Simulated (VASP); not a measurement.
# Ti (Im-3m) in VASP: further runs

Ti is run at these levels: BLYP; tasks: single point, relaxation of cell and atoms.

All numbers are computed with VASP 6.6.1; they aren't measurements. Logs are shortened: lines on timing, memory, paths and dates and some standing lists are left out, and cuts for length are marked.

## (1) The cell of the first run

The structure is cubic, space group Im-3m (No. 229). Conventional cell: a = 3.239 Å, b = 3.239 Å, c = 3.239 Å, α = 90.00°, β = 90.00°, γ = 90.00°. Ti (site symmetry m-3m) has 14 Ti at 2.81 to 3.24 Å within 3.7 Å.

## (2) Single point, BLYP (volume scaled by 0.96)

INCAR

```
AGGAC = 1.0
AGGAX = 1.0
ALDAC = 0.0
ALDAX = 1.0
ALGO = Normal
EDIFF = 1E-6
ENCUT = 520
GGA = B5
ISIF = 2
ISMEAR = -1
LASPH = True
LCHARG = True
LELF = True
LREAL = False
LVHAR = True
LWAVE = False
NBANDS = 12
NELM = 100
PREC = Accurate
SIGMA = 0.1
```

KPOINTS

```
k-points
0
Gamma
  15 15 15
```

POSCAR

```
Ti
1.0
   -1.6196578489      1.6196578489      1.6196578489
    1.6196578489     -1.6196578489      1.6196578489
    1.6196578489      1.6196578489     -1.6196578489
Ti
1
Direct
    0.0000000000      0.0000000000      0.0000000000
```

Potentials or basis: VASP PAW PBE potentials, release 64 (Ti_sv).

Run with:

```sh
$ cat potpaw_PBE.64/Ti_sv/POTCAR > POTCAR
$ mpirun -np 1 vasp_std > vasp.out
```

OUTCAR:

```text
EDIFF = 1E-6
   ENCUT = 520
   GGA = B5
   ISIF = 2
   ISMEAR = -1
   LASPH = True
   LREAL = False
   NELM = 100
   PREC = Accurate

 ion  position               nearest neighbor table
   1  0.000  0.000  0.000-

  LATTYP: Found a body centered cubic cell.
 ALAT       =     3.2393156978

  Lattice vectors:

 A1 = (  -1.6196578489,   1.6196578489,   1.6196578489)
 A2 = (   1.6196578489,  -1.6196578489,   1.6196578489)
 A3 = (   1.6196578489,   1.6196578489,  -1.6196578489)

Analysis of symmetry for initial positions (statically):
=====================================================================
 Subroutine PRICEL returns:
 Original cell was already a primitive cell.

 Routine SETGRP: Setting up the symmetry group for a
 body centered cubic supercell.

 Subroutine GETGRP returns: Found 48 space group operations
 (whereof 48 operations were pure point group operations)
 out of a pool of 48 trial point group operations.

The static configuration has the point symmetry O_h .

Analysis of symmetry for dynamics (positions and initial velocities):
=====================================================================
 Subroutine PRICEL returns:
 Original cell was already a primitive cell.

 Routine SETGRP: Setting up the symmetry group for a
 body centered cubic supercell.

 Subroutine GETGRP returns: Found 48 space group operations
 (whereof 48 operations were pure point group operations)
 out of a pool of 48 trial point group operations.

The dynamic configuration has the point symmetry O_h .

 Subroutine INISYM returns: Found 48 space group operations
 (whereof 48 operations are pure point group operations),
 and found     1 'primitive' translations

----------------------------------------------------------------------------------------

                                     Primitive cell

  volume of cell :      16.9953

  direct lattice vectors                    reciprocal lattice vectors
    -1.619657849  1.619657849  1.619657849     0.000000000  0.308707176  0.308707176
     1.619657849 -1.619657849  1.619657849     0.308707176  0.000000000  0.308707176
     1.619657849  1.619657849 -1.619657849     0.308707176  0.308707176  0.000000000

  length of vectors
     2.805329685  2.805329685  2.805329685     0.436577875  0.436577875  0.436577875

  position of ions in fractional coordinates (direct lattice)
     0.000000000  0.000000000  0.000000000

  ion indices of the primitive-cell ions
   primitive index   ion index
                 1           1

----------------------------------------------------------------------------------------

 KPOINTS: k-points

Automatic generation of k-mesh.
 Grid dimensions read from file:
 generate k-points for:   15   15   15

 Generating k-lattice:

  Cartesian coordinates                     Fractional coordinates (reciprocal lattice)
     0.000000000  0.020580478  0.020580478     0.066666667  0.000000000  0.000000000
     0.020580478  0.000000000  0.020580478     0.000000000  0.066666667  0.000000000
     0.020580478  0.020580478  0.000000000     0.000000000  0.000000000  0.066666667

  Length of vectors
     0.029105192  0.029105192  0.029105192

  Shift w.r.t. Gamma in fractional coordinates (k-lattice)
     0.000000000  0.000000000  0.000000000

 Subroutine IBZKPT returns following result:
 ===========================================

 Found    120 irreducible k-points:

 Following reciprocal coordinates:
            Coordinates               Weight
  0.000000  0.000000  0.000000      1.000000
  0.066667  0.000000  0.000000     12.000000
  0.133333  0.000000  0.000000     12.000000
  0.200000  0.000000  0.000000     12.000000
  0.266667  0.000000  0.000000     12.000000
  0.333333  0.000000  0.000000     12.000000
[... 16 lines left out ...]
  0.333333  0.200000 -0.000000     48.000000
  0.400000  0.200000  0.000000     24.000000
 [... further k-points ...]
   k-points           NKPTS =    120   k-points in BZ     NKDIM =    120   number of bands    NBANDS=     12
   number of dos      NEDOS =    301   number of ions     NIONS =      1
   total plane-waves  NPLWV =  13824
   dimension x,y,z NGX =    24 NGY =   24 NGZ =   24
   dimension x,y,z NGXF=    48 NGYF=   48 NGZF=   48
   ions per type =               1
   NGX,Y,Z   is equivalent  to a cutoff of  14.22, 14.22, 14.22 a.u.
   NGXF,Y,Z  is equivalent  to a cutoff of  28.45, 28.45, 28.45 a.u.
 SYSTEM =  unknown system
   PREC   = accura    normal or accurate (medium, high low for compatibility)
   ISTART =      0    job   : 0-new  1-cont  2-samecut
   ICHARG =      2    charge: 1-file 2-atom 10-const
   ISPIN  =      1    spin polarized calculation?
   LNONCOLLINEAR =      F non collinear calculations
   LSORBIT =      F    spin-orbit coupling
   LASPH  =      T    aspherical Exc in radial PAW
   ENCUT  =  520.0 eV  38.22 Ry    6.18 a.u.   5.22  5.22  5.22*2*pi/ulx,y,z
   NELM   =    100;   NELMIN=  2; NELMDL= -5     # of ELM steps
   EDIFF  = 0.1E-05   stopping-criterion for ELM
   LREAL  =      F    real-space projection
   EDIFFG = 0.1E-04   stopping-criterion for IOM
   NSW    =      0    number of steps for IOM
   IBRION =     -1    ionic relax: 0-MD 1-quasi-New 2-CG
   NFREE  =      0    steps in history (QN), initial steepest desc. (CG)
   ISIF   =      2    stress and relaxation
   ISYM   =      2    0-nonsym 1-usesym 2-fastsym
   POTIM  = 0.5000    time-step for ionic-motion
   TEBEG  =    0.0;   TEEND  =   0.0 temperature during run
   PSTRESS=    0.0 pullay stress
   NELECT =      12.0000    total number of electrons
   NUPDOWN=      -1.0000    fix difference up-down
   EMIN   =  10.00;   EMAX   =-10.00  energy-range for DOS
   EFERMI =   0.00;   METHOD = LEGACY
   ISMEAR =    -1;   SIGMA  =   0.10  broadening in eV -4-tet -1-fermi 0-gaus
   EFERMI_NEDOS =   21; number of points for ismear=-14 and -15
   IALGO  =     38    algorithm
   IMIX   =      4    mixing-type and parameters
     AMIX     =   0.40;   BMIX     =  1.00
     AMIX_MAG =   1.60;   BMIX_MAG =  1.00
  volume/ion in A,a.u.               =      17.00       114.69
  Fermi-wavevector in a.u.,A,eV,Ry     =   1.457780  2.754805 28.914045  2.125122
  Thomas-Fermi vector in A             =   2.574541
   LORBIT       =      0    0 simple, 1 ext, 2 COOP (PROOUT), +10 PAW based schemes
   GGA     = B5    functional components
   LHFCALC =     F    Hartree Fock is set to
   AEXX    =    0.0000 exact exchange contribution
   IVDW    =     0    specifies the selected vdW correction
   LEPSILON=     F    determine dielectric tensor
   LRPA    =     F    only Hartree local field effects (RPA)
 non-spin polarized calculation
  energy-cutoff  :      520.00
  volume of cell :       17.00
 maximum number of plane-waves:       472
 NGX is ok and might be reduce to    24
   NGX = 11   NGY = 11   NGZ = 11

 number of electron      11.9999996 magnetization

 Free energy of the ion-electron system (eV)
  ---------------------------------------------------
  ext. energy  EPLUGINS =         0.00000000
  ---------------------------------------------------
  free energy    TOTEN  =        -6.69320667 eV

  energy without entropy =       -6.61863262  energy(sigma->0) =       -6.65591965

 E-fermi :   8.7832     XC(G=0): -11.0567

 val. band max:        8.7537202286   @ k =   0.2667   0.0667  -0.0000
 cond. band min:       8.7832371677   @ k =   0.2000   0.0667   0.0667
 fundamental gap:      0.0295169391
 Fermi energy:         8.7831584159

 k-point     1 :       0.0000    0.0000    0.0000
  band No.  band energies     occupation
      1     -47.4834      2.00000
      2     -23.4798      2.00000
      3     -23.4798      2.00000
      4     -23.4798      2.00000
      5       2.9758      2.00000
      6       9.7169      0.00018
      7       9.7169      0.00018
      8       9.7169      0.00018
      9      11.5072      0.00000
     10      11.5072      0.00000
     11      26.5315      0.00000
     12      26.5315      0.00000

 k-point     2 :       0.0667    0.0000    0.0000
  band No.  band energies     occupation
      1     -47.4771      2.00000
      2     -23.5125      2.00000
      3     -23.4898      2.00000
      4     -23.4800      2.00000
      5       3.1308      2.00000
      6       9.6469      0.00035
      7       9.6986      0.00021
      8       9.8301      0.00006
      9      11.4256      0.00000
     10      11.5116      0.00000
     11      26.3075      0.00000
     12      26.5184      0.00000

 k-point     3 :       0.1333    0.0000    0.0000
  band No.  band energies     occupation
      1     -47.4593      2.00000
      2     -23.6044      2.00000
      3     -23.5181      2.00000
      4     -23.4806      2.00000
      5       3.5790      2.00000
      6       9.4547      0.00242
      7       9.6097      0.00051
      8      10.1603      0.00000
      9      11.2622      0.00000
     10      11.5286      0.00000
     11      25.5608      0.00000
     12      26.3038      0.00000
[... 286 lines left out ...]
 k-point    23 :       0.3333    0.2000   -0.0000
  band No.  band energies     occupation
      1     -47.3303      2.00000
      2     -24.1037      2.00000
      3     -23.7909      2.00000
      4     -23.5506      2.00000
      5       7.0675      2.00000
      6       8.3126      1.98207
      7       8.8876      0.52071
      8      11.4015      0.00000
      9      11.9739      0.00000
     10      14.3068      0.00000
     11      18.3890      0.00000
     12      20.6016      0.00000

 k-point    24 :       0.4000    0.2000    0.0000
  band No.  band energies     occupation
      1     -47.3251      2.00000
      2     -24.1154      2.00000
      3     -23.8107      2.00000
      4     -23.5520      2.00000
      5       7.1047      2.00000
      6       8.3283      1.97906
      7       8.9733      0.25986
      8      11.4517      0.00000
      9      12.0185      0.00000
     10      14.7720      0.00000
     11      17.6506      0.00000
     12      20.4106      0.00000

 [... further k-points ...]

------------------------ aborting loop because EDIFF is reached ----------------------------------------

  FORCE on cell =-STRESS in cart. coord.  units (eV):
  Direction    XX          YY          ZZ          XY          YZ          ZX
  --------------------------------------------------------------------------------------
  -------------------------------------------------------------------------------------
  Total        0.4571243      0.4571243      0.4571243      0.0000000     -0.0000000      0.0000000
  in kB       43.0938265     43.0938265     43.0938265      0.0000000     -0.0000000      0.0000000
  external PRESSURE =      43.0938265 kB  Pullay stress =       0.0000000 kB

 VOLUME and BASIS-vectors are now :
 -----------------------------------------------------------------------------
  energy-cutoff  :      520.00
  volume of cell :       17.00
      direct lattice vectors                 reciprocal lattice vectors
    -1.619657849  1.619657849  1.619657849     0.000000000  0.308707176  0.308707176
     1.619657849 -1.619657849  1.619657849     0.308707176  0.000000000  0.308707176
     1.619657849  1.619657849 -1.619657849     0.308707176  0.308707176  0.000000000

 POSITION                                       TOTAL-FORCE (eV/Angst)
 -----------------------------------------------------------------------------------
      0.00000      0.00000      0.00000         0.000000      0.000000      0.000000
 -----------------------------------------------------------------------------------
    total drift:                                0.000000      0.000000      0.000000

  FREE ENERGIE OF THE ION-ELECTRON SYSTEM (eV)
  ---------------------------------------------------
  free  energy   TOTEN  =        -6.6932066732 eV

  energy  without entropy=       -6.6186326201  energy(sigma->0) =       -6.65591965
```

Wall time 39 s (1 thread of AMD EPYC 7R43 (Zen 3), shared host); peak memory 0.12 GiB.

What came out:

* Free energy: -6.6932 eV
* Pressure: 4.3 GPa
* Band gap on the k mesh: zero (band 6 reaches 9.72 eV, above the bottom of band 7 at 8.11 eV)

Caveat: the PAW data sets were made with another functional, which shifts forces and pressure a little.

(Part 1 of 2 ends here.)
